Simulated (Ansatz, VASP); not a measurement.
## H in VASP and in Ansatz

File INCAR:

```
SYSTEM = H
PREC = Accurate ; ENCUT = 520
EDIFF = 1E-7 ; ISMEAR = 0
SIGMA = 0.05 ; LREAL = .FALSE.
LASPH = .TRUE. ; NELM = 100
ALGO = Normal ; ISIF = 2
LWAVE = .FALSE. ; LCHARG = .FALSE.
GGA = PS ; NBANDS = 6
```

Contents of KPOINTS:

```
regular mesh
0
G
  10 10 26
  0 0 0
```

POSCAR

```
H
1.0
    2.5436531893      0.0000000000      0.0000000000
    0.0000000000      2.5436531893      0.0000000000
    0.0000000000      0.0000000000      0.9020534864
H
1
Direct
    0.0000000000      0.0000000000      0.5000000000
```

Input for Ansatz:

```yaml
crystal:
  lattice:
    - [2.5436531893, 0.0, 0.0]
    - [0.0, 2.5436531893, 0.0]
    - [0.0, 0.0, 0.9020534864]
  atoms:
    - { symbol: H, position: [0.0, 0.0, 0.5] }
basis:
  ecutwfc: 420
kpoints:
  mp_grid: { grid: [10, 10, 26] }
hamiltonian:
  xc: pbesol
scf:
  occupations: { method: gaussian, width: 0.05 }
output:
  forces: true
  stress: true
  eigenvalues: true
```

Change from the starting cell: strain -0.040 along x and y, -0.080 along z, atoms carried along.

Alike in both runs: task single point; functional PBEsol; k mesh 10 × 10 × 26; occupations gaussian, width 0.05 eV; no spin polarisation.

```csv
,VASP,Ansatz
version,VASP 6.6.1,Ansatz 0.2.0
potentials or method,"VASP PAW PBE potentials, release 64 (H), cutoff 520 eV","scalar-relativistic, plane waves, PAW"
valence electrons in the cell,1,1
```

```tsv
	VASP	Ansatz	Ansatz less VASP
pressure (GPa)	13.9	14.3	+0.32
traceless stress, the component that is largest in VASP (GPa)	23.86	23.78	-0.074
```

VASP's potentials were made for PBE, not for PBEsol.
